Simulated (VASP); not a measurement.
# MnSi (P2_13) in VASP: single point with PBE

Aim: the single point of MnSi with PBE.

Program: VASP 6.6.1. These are calculated values, not measurements. Logs are shortened: lines on timing, memory, paths and dates and some standing lists are left out, and cuts for length are marked.

**1. The cell of the first run**

Symmetry: P2_13, No. 198, cubic system. The conventional cell has a = 4.378 Å, b = 4.378 Å, c = 4.378 Å, α = 90.00°, β = 90.00°, γ = 90.00°. Within 2.9 Å of Mn (site symmetry 3) lie 7 Si at 2.22 to 2.43 Å and 6 Mn at 2.69 Å. Si (site symmetry 3) has 7 Mn at 2.22 to 2.43 Å and 6 Si at 2.70 Å within 2.9 Å.

**2. Single point, PBE, collinear spin, ferromagnetic start (10.49 Å³/atom)**

Contents of INCAR:

```
PREC = Accurate
ENCUT = 520
EDIFF = 1E-7
ISMEAR = 0
SIGMA = 0.1
LREAL = F
LASPH = T
NELM = 150
ALGO = Normal
ISIF = 2
LWAVE = F
LCHARG = F
ISPIN = 2
MAGMOM = 1.09 1.09 1.09 1.09 0 0 0 0
LORBIT = 11
LMAXMIX = 4
GGA = PE
NBANDS = 48
```

Contents of KPOINTS:

```
Automatic mesh
0
Gamma
  8 8 8
```

Contents of POSCAR:

```
MnSi
1.0
    4.3777686528      0.0000000000      0.0000000000
    0.0000000000      4.3777686528      0.0000000000
    0.0000000000      0.0000000000      4.3777686528
Mn Si
4 4
Direct
    0.1389780347      0.1389780347      0.1389780347
    0.3610219653      0.8610219653      0.6389780347
    0.6389780347      0.3610219653      0.8610219653
    0.8610219653      0.6389780347      0.3610219653
    0.8462187793      0.8462187793      0.8462187793
    0.6537812207      0.1537812207      0.3462187793
    0.3462187793      0.6537812207      0.1537812207
    0.1537812207      0.3462187793      0.6537812207
```

Potentials or basis: VASP PAW PBE potentials, release 64 (Mn_pv, Si).

Command:

```sh
$ cat potpaw_PBE.64/Mn_pv/POTCAR potpaw_PBE.64/Si/POTCAR > POTCAR
$ mpirun -np 1 vasp_std > vasp.out
```

OUTCAR:

```text
PREC = Accurate
   ENCUT = 520
   EDIFF = 1E-7
   ISMEAR = 0
   LREAL = F
   LASPH = T
   NELM = 150
   ISIF = 2
   ISPIN = 2
   LORBIT = 11
   GGA = PE

 ion  position               nearest neighbor table
   1  0.139  0.139  0.139-   5 2.22   6 2.31   7 2.31   8 2.31   7 2.43   8 2.43   6 2.43   3 2.69
                             4 2.69   2 2.69   2 2.69   4 2.69   3 2.69
   2  0.361  0.861  0.639-   6 2.22   5 2.31   7 2.31   8 2.31   7 2.43   8 2.43   5 2.43   1 2.69
                             1 2.69   3 2.69   3 2.69   4 2.69   4 2.69
   3  0.639  0.361  0.861-   7 2.22   6 2.31   5 2.31   8 2.31   8 2.43   6 2.43   5 2.43   1 2.69
                             4 2.69   2 2.69   2 2.69   4 2.69   1 2.69
   4  0.861  0.639  0.361-   8 2.22   6 2.31   7 2.31   5 2.31   6 2.43   5 2.43   7 2.43   1 2.69
                             3 2.69   2 2.69   1 2.69   2 2.69   3 2.69
   5  0.846  0.846  0.846-   1 2.22   2 2.31   3 2.31   4 2.31   3 2.43   4 2.43   2 2.43   6 2.70
                             7 2.70   8 2.70   6 2.70   8 2.70   7 2.70
   6  0.654  0.154  0.346-   2 2.22   1 2.31   3 2.31   4 2.31   3 2.43   4 2.43   1 2.43   8 2.70
                             5 2.70   5 2.70   7 2.70   7 2.70   8 2.70
   7  0.346  0.654  0.154-   3 2.22   2 2.31   1 2.31   4 2.31   4 2.43   2 2.43   1 2.43   8 2.70
                             5 2.70   8 2.70   6 2.70   6 2.70   5 2.70
   8  0.154  0.346  0.654-   4 2.22   2 2.31   3 2.31   1 2.31   2 2.43   1 2.43   3 2.43   7 2.70
                             5 2.70   7 2.70   5 2.70   6 2.70   6 2.70

  LATTYP: Found a simple cubic cell.
 ALAT       =     4.3777686528

  Lattice vectors:

 A1 = (   4.3777686528,   0.0000000000,   0.0000000000)
 A2 = (   0.0000000000,   4.3777686528,   0.0000000000)
 A3 = (   0.0000000000,   0.0000000000,   4.3777686528)

Analysis of symmetry for initial positions (statically):
=====================================================================
 Subroutine PRICEL returns:
 Original cell was already a primitive cell.

 Routine SETGRP: Setting up the symmetry group for a
 simple cubic supercell.

 Subroutine GETGRP returns: Found 12 space group operations
 (whereof  3 operations were pure point group operations)
 out of a pool of 48 trial point group operations.

The static configuration has the point symmetry C_3 .
 The point group associated with its full space group is T   .

Analysis of symmetry for dynamics (positions and initial velocities):
=====================================================================
 Subroutine PRICEL returns:
 Original cell was already a primitive cell.

 Routine SETGRP: Setting up the symmetry group for a
 simple cubic supercell.

 Subroutine GETGRP returns: Found 12 space group operations
 (whereof  3 operations were pure point group operations)
 out of a pool of 48 trial point group operations.

The dynamic configuration has the point symmetry C_3 .
 The point group associated with its full space group is T   .

Analysis of structural, dynamic, and magnetic symmetry:
=====================================================================
 Subroutine PRICEL returns:
 Original cell was already a primitive cell.

 Routine SETGRP: Setting up the symmetry group for a
 simple cubic supercell.

 Subroutine GETGRP returns: Found 12 space group operations
 (whereof  3 operations were pure point group operations)
 out of a pool of 48 trial point group operations.

The overall configuration has the point symmetry C_3 .
 The point group associated with its full space group is T   .

 Subroutine INISYM returns: Found 12 space group operations
 (whereof  3 operations are pure point group operations),
 and found     1 'primitive' translations

----------------------------------------------------------------------------------------

                                     Primitive cell

  volume of cell :      83.8993

  direct lattice vectors                    reciprocal lattice vectors
     4.377768653  0.000000000  0.000000000     0.228426872  0.000000000  0.000000000
     0.000000000  4.377768653  0.000000000     0.000000000  0.228426872  0.000000000
     0.000000000  0.000000000  4.377768653     0.000000000  0.000000000  0.228426872

  length of vectors
     4.377768653  4.377768653  4.377768653     0.228426872  0.228426872  0.228426872

  position of ions in fractional coordinates (direct lattice)
     0.138978035  0.138978035  0.138978035
     0.361021965  0.861021965  0.638978035
     0.638978035  0.361021965  0.861021965
     0.861021965  0.638978035  0.361021965
     0.846218779  0.846218779  0.846218779
     0.653781221  0.153781221  0.346218779
     0.346218779  0.653781221  0.153781221
     0.153781221  0.346218779  0.653781221

  ion indices of the primitive-cell ions
   primitive index   ion index
                 1           1
                 2           2
                 3           3
                 4           4
                 5           5
                 6           6
                 7           7
                 8           8

----------------------------------------------------------------------------------------

 KPOINTS: Automatic mesh

Automatic generation of k-mesh.
 Grid dimensions read from file:
 generate k-points for:    8    8    8

 Generating k-lattice:

  Cartesian coordinates                     Fractional coordinates (reciprocal lattice)
     0.028553359  0.000000000  0.000000000     0.125000000  0.000000000  0.000000000
     0.000000000  0.028553359  0.000000000     0.000000000  0.125000000  0.000000000
     0.000000000  0.000000000  0.028553359     0.000000000  0.000000000  0.125000000

  Length of vectors
     0.028553359  0.028553359  0.028553359

  Shift w.r.t. Gamma in fractional coordinates (k-lattice)
     0.000000000  0.000000000  0.000000000

 Subroutine IBZKPT returns following result:
 ===========================================

 Found     45 irreducible k-points:

 Following reciprocal coordinates:
            Coordinates               Weight
  0.000000  0.000000  0.000000      1.000000
  0.125000  0.000000  0.000000      6.000000
  0.250000  0.000000  0.000000      6.000000
  0.375000  0.000000  0.000000      6.000000
  0.500000  0.000000  0.000000      3.000000
  0.125000  0.125000  0.000000     12.000000
[... 16 lines left out ...]
  0.250000  0.125000  0.125000     24.000000
  0.375000  0.125000  0.125000     24.000000
 [... further k-points ...]
   k-points           NKPTS =     45   k-points in BZ     NKDIM =     45   number of bands    NBANDS=     48
   number of dos      NEDOS =    301   number of ions     NIONS =      8
   total plane-waves  NPLWV =  46656
   dimension x,y,z NGX =    36 NGY =   36 NGZ =   36
   dimension x,y,z NGXF=    72 NGYF=   72 NGZF=   72
   ions per type =               4   4
   NGX,Y,Z   is equivalent  to a cutoff of  13.67, 13.67, 13.67 a.u.
   NGXF,Y,Z  is equivalent  to a cutoff of  27.34, 27.34, 27.34 a.u.
 SYSTEM =  unknown system
   PREC   = accura    normal or accurate (medium, high low for compatibility)
   ISTART =      0    job   : 0-new  1-cont  2-samecut
   ICHARG =      2    charge: 1-file 2-atom 10-const
   ISPIN  =      2    spin polarized calculation?
   LNONCOLLINEAR =      F non collinear calculations
   LSORBIT =      F    spin-orbit coupling
   LASPH  =      T    aspherical Exc in radial PAW
   ENCUT  =  520.0 eV  38.22 Ry    6.18 a.u.   8.14  8.14  8.14*2*pi/ulx,y,z
   NELM   =    150;   NELMIN=  2; NELMDL= -5     # of ELM steps
   EDIFF  = 0.1E-06   stopping-criterion for ELM
   LREAL  =      F    real-space projection
   EDIFFG = 0.1E-05   stopping-criterion for IOM
   NSW    =      0    number of steps for IOM
   IBRION =     -1    ionic relax: 0-MD 1-quasi-New 2-CG
   NFREE  =      0    steps in history (QN), initial steepest desc. (CG)
   ISIF   =      2    stress and relaxation
   ISYM   =      2    0-nonsym 1-usesym 2-fastsym
   POTIM  = 0.5000    time-step for ionic-motion
   TEBEG  =    0.0;   TEEND  =   0.0 temperature during run
   PSTRESS=    0.0 pullay stress
   NELECT =      68.0000    total number of electrons
   NUPDOWN=      -1.0000    fix difference up-down
   EMIN   =  10.00;   EMAX   =-10.00  energy-range for DOS
   EFERMI =   0.00;   METHOD = LEGACY
   ISMEAR =     0;   SIGMA  =   0.10  broadening in eV -4-tet -1-fermi 0-gaus
   EFERMI_NEDOS =   21; number of points for ismear=-14 and -15
   IALGO  =     38    algorithm
   IMIX   =      4    mixing-type and parameters
     AMIX     =   0.40;   BMIX     =  1.00
     AMIX_MAG =   1.60;   BMIX_MAG =  1.00
  volume/ion in A,a.u.               =      10.49        70.77
  Fermi-wavevector in a.u.,A,eV,Ry     =   1.526365  2.884411 31.698709  2.329789
  Thomas-Fermi vector in A             =   2.634408
   LORBIT       =     11    0 simple, 1 ext, 2 COOP (PROOUT), +10 PAW based schemes
   GGA     = PE    functional components
   LHFCALC =     F    Hartree Fock is set to
   AEXX    =    0.0000 exact exchange contribution
   IVDW    =     0    specifies the selected vdW correction
   LEPSILON=     F    determine dielectric tensor
   LRPA    =     F    only Hartree local field effects (RPA)
 spin polarized calculation
 Gauss-broadening in eV      SIGMA  =   0.10
  energy-cutoff  :      520.00
  volume of cell :       83.90
 maximum number of plane-waves:      2301
 NGX is ok and might be reduce to    36
   NGX = 17   NGY = 17   NGZ = 17

 number of electron      67.9999963 magnetization       3.3277985

 Free energy of the ion-electron system (eV)
  ---------------------------------------------------
  ext. energy  EPLUGINS =         0.00000000
  ---------------------------------------------------
  free energy    TOTEN  =       -60.87803974 eV

  energy without entropy =      -60.85200434  energy(sigma->0) =      -60.86502204

 E-fermi :  12.4606     XC(G=0): -13.3095

 val. band max:       12.4470036657   @ k =   0.2500   0.2500   0.1250
 cond. band min:      12.4699780248   @ k =   0.2500   0.2500   0.1250
 fundamental gap:      0.0229743592
 Fermi energy:        12.4605778498

 spin component 1

 k-point     1 :       0.0000    0.0000    0.0000
  band No.  band energies     occupation
      1     -35.8418      1.00000
      2     -35.8418      1.00000
      3     -35.8418      1.00000
      4     -35.7443      1.00000
      5     -35.7443      1.00000
      6     -35.7443      1.00000
[... 38 lines left out ...]
     45      17.2223      0.00000
     46      17.2223      0.00000
[... 1086 lines left out ...]
      6     -35.7450      1.00000
[... 38 lines left out ...]
     45      17.2486      0.00000
     46      17.9826      0.00000

 [... further k-points ...]

 spin component 2

 k-point     1 :       0.0000    0.0000    0.0000
  band No.  band energies     occupation
      1     -35.0050      1.00000
      2     -35.0050      1.00000
      3     -35.0050      1.00000
      4     -34.8807      1.00000
      5     -34.8113      1.00000
      6     -34.8113      1.00000
[... 38 lines left out ...]
     45      17.7767      0.00000
     46      17.7767      0.00000
[... 1086 lines left out ...]
      6     -34.8305      1.00000
[... 38 lines left out ...]
     45      17.6343      0.00000
     46      18.2778      0.00000

 [... further k-points ...]

 [bands above 46 left out]

------------------------ aborting loop because EDIFF is reached ----------------------------------------

  FORCE on cell =-STRESS in cart. coord.  units (eV):
  Direction    XX          YY          ZZ          XY          YZ          ZX
  --------------------------------------------------------------------------------------
  -------------------------------------------------------------------------------------
  Total       12.3611014     12.3611014     12.3611014     -0.0000000      0.0000000      0.0000000
  in kB      236.0528939    236.0528939    236.0528939     -0.0000000      0.0000000      0.0000000
  external PRESSURE =     236.0528939 kB  Pullay stress =       0.0000000 kB

 VOLUME and BASIS-vectors are now :
 -----------------------------------------------------------------------------
  energy-cutoff  :      520.00
  volume of cell :       83.90
      direct lattice vectors                 reciprocal lattice vectors
     4.377768653  0.000000000  0.000000000     0.228426872  0.000000000  0.000000000
     0.000000000  4.377768653  0.000000000     0.000000000  0.228426872  0.000000000
     0.000000000  0.000000000  4.377768653     0.000000000  0.000000000  0.228426872

 POSITION                                       TOTAL-FORCE (eV/Angst)
 -----------------------------------------------------------------------------------
      0.60841      0.60841      0.60841         0.008792      0.008792      0.008792
      1.58047      3.76935      2.79730        -0.008792     -0.008792      0.008792
      2.79730      1.58047      3.76935         0.008792     -0.008792     -0.008792
      3.76935      2.79730      1.58047        -0.008792      0.008792     -0.008792
      3.70455      3.70455      3.70455        -0.000089     -0.000089     -0.000089
      2.86210      0.67322      1.51567         0.000089      0.000089     -0.000089
      1.51567      2.86210      0.67322        -0.000089      0.000089      0.000089
      0.67322      1.51567      2.86210         0.000089     -0.000089      0.000089
 -----------------------------------------------------------------------------------
    total drift:                                0.000000      0.000000      0.000000

  FREE ENERGIE OF THE ION-ELECTRON SYSTEM (eV)
  ---------------------------------------------------
  free  energy   TOTEN  =       -60.8780397424 eV

  energy  without entropy=      -60.8520043381  energy(sigma->0) =      -60.86502204

 total charge

# of ion       s       p       d       tot
------------------------------------------
    1        0.368   6.454   5.395  12.217
    2        0.368   6.454   5.395  12.217
    3        0.368   6.454   5.395  12.217
    4        0.368   6.454   5.395  12.217
    5        0.747   0.970   0.000   1.717
    6        0.747   0.970   0.000   1.717
    7        0.747   0.970   0.000   1.717
    8        0.747   0.970   0.000   1.717
--------------------------------------------------
tot          4.461  29.695  21.582  55.738

 magnetization (x)

# of ion       s       p       d       tot
------------------------------------------
    1        0.001   0.006   0.864   0.870
    2        0.001   0.006   0.864   0.870
    3        0.001   0.006   0.864   0.870
    4        0.001   0.006   0.864   0.870
    5       -0.010  -0.027   0.000  -0.037
    6       -0.010  -0.027   0.000  -0.037
    7       -0.010  -0.027   0.000  -0.037
    8       -0.010  -0.027   0.000  -0.037
--------------------------------------------------
tot         -0.038  -0.082   3.454   3.335
```

Run time: 6 min. Hardware: 1 thread of Intel Xeon Platinum 8259CL at 2.50GHz (Skylake/Cascade Lake), shared host; peak memory 0.4 GiB.

What came out:

- Free energy: -60.8780 eV
- Pressure: 23.6 GPa
- Largest force: 0.015 eV/Å
- Net moment: 3.33 μB per cell
- Site moments: Mn +0.87; Si -0.04 μB
- Valence electrons inside the program's atomic spheres: Mn 12.22; Si 1.72

Forces on the atoms (eV/Å):
```
Mn   0.009  0.009  0.009
Mn  -0.009 -0.009  0.009
Mn   0.009 -0.009 -0.009
Mn  -0.009  0.009 -0.009
Si   0.000  0.000  0.000
Si   0.000  0.000  0.000
Si   0.000  0.000  0.000
Si   0.000  0.000  0.000
```

Levels at points of the mesh, in eV from the Fermi level:
Spin up:
```csv
k point,band 32,band 33,band 34,band 35,band 36,band 37,band 38,band 39,band 40,band 41
"(0.00, 0.00, 0.00)",-0.23,-0.23,-0.23,-0.13,-0.13,1.07,1.07,1.07,3.60,3.60
"(0.50, 0.00, 0.00)",-1.30,-0.49,-0.49,0.07,0.07,0.50,0.50,2.19,2.19,2.77
"(0.50, 0.50, 0.00)",-1.30,-1.00,-1.00,-0.45,-0.45,1.02,1.02,1.66,1.66,3.37
"(0.50, 0.50, 0.50)",-0.87,-0.61,-0.61,-0.61,-0.61,0.85,0.85,0.85,0.85,6.05
```
Spin down:
```tsv
k point	band 29	band 30	band 31	band 32	band 33	band 34	band 35	band 36
(0.00, 0.00, 0.00)	-1.60	-1.60	-1.60	0.64	0.64	0.64	0.97	0.97
(0.50, 0.00, 0.00)	-1.38	-1.38	-0.59	-0.59	0.53	0.53	0.94	0.94
(0.50, 0.50, 0.00)	-0.75	-0.75	-0.67	-0.67	-0.37	-0.37	0.55	0.55
(0.50, 0.50, 0.50)	-0.03	-0.03	-0.03	-0.03	0.15	0.15	0.15	0.15
```

Caveat: the cell stands under pressure.
